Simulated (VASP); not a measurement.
A run of VASP 6.6.1 is set up as follows.

The input INCAR:

```
SYSTEM = Si5P3
PREC = Accurate
ENCUT = 520
EDIFF = 1E-7
ISMEAR = 0
SIGMA = 0.1
LREAL = Auto
LASPH = .True.
NELM = 100
ALGO = Normal
ISIF = 2
LWAVE = .False.
LCHARG = .True.
GGA = PE
LELF = .True.
LVHAR = .True.
NBANDS = 49
```

File KPOINTS:

```
regular mesh
0
Gamma
  6 6 1
  0 0 0
```

The input POSCAR:

```
Si5P3
1.0
    3.6265535498      0.0000599747      0.0036027884
   -1.8132381986      3.1407657567     -0.0015202367
    0.0330973074      0.0014853626     31.5595692879
Si P
10 6
Direct
    0.0266050469      0.0134172503      0.9626280420
    1.0255269407      0.0135595754      0.0368744192
    0.6547598501      0.3284462809      0.2269240221
    0.6529946002      0.3283402715      0.3014103373
    0.3183201727      0.6620156365      0.4049567540
    0.3191358796      0.6616670490      0.3300125079
    0.6644479122      0.3288979684      0.5952197569
    0.6634987859      0.3295857211      0.6701606209
    0.3277052028      0.6624248021      0.7732312516
    0.3296283518      0.6628876436      0.6987481155
    0.6938129343      0.3467820831      0.9319040014
    0.3582642750      0.6801663480      0.0675981398
   -0.0112757600     -0.0048211197      0.1959630699
    0.6510693952      0.3286194823      0.4360723803
    0.3316771301      0.6622845465      0.5641049376
    0.9938292824     -0.0042735393      0.8041916439
```

Potentials or basis: VASP PAW PBE potentials, release 64 (Si, P).

Run with:

```bash
$ cat potpaw_PBE.64/Si/POTCAR potpaw_PBE.64/P/POTCAR > POTCAR
$ mpirun -np 1 vasp_std > vasp.out
```

Problem. Predict the largest force.

Solution. 0.024 eV/Å.

Problem. What does it give for the band gap on the k mesh?

Solution. 0.69 eV (least direct gap 1.64 eV).

Problem. Estimate the pressure.

Solution. -0.2 GPa.

Forces on the atoms (eV/Å):
```
Si   0.000  0.001 -0.010
Si  -0.001 -0.001  0.009
Si  -0.001  0.001 -0.001
Si  -0.001  0.000  0.024
Si  -0.001 -0.001  0.002
Si   0.002  0.001 -0.022
Si   0.000  0.002 -0.002
Si  -0.001 -0.002  0.020
Si   0.002  0.001  0.002
Si   0.000  0.000 -0.020
P    0.001  0.001  0.021
P    0.000 -0.001 -0.023
P    0.000  0.000  0.021
P    0.000 -0.003 -0.022
P    0.000  0.000  0.021
P    0.001  0.001 -0.021
```

Caveat: an odd mesh through Γ misses points on the zone boundary, where band edges can lie.
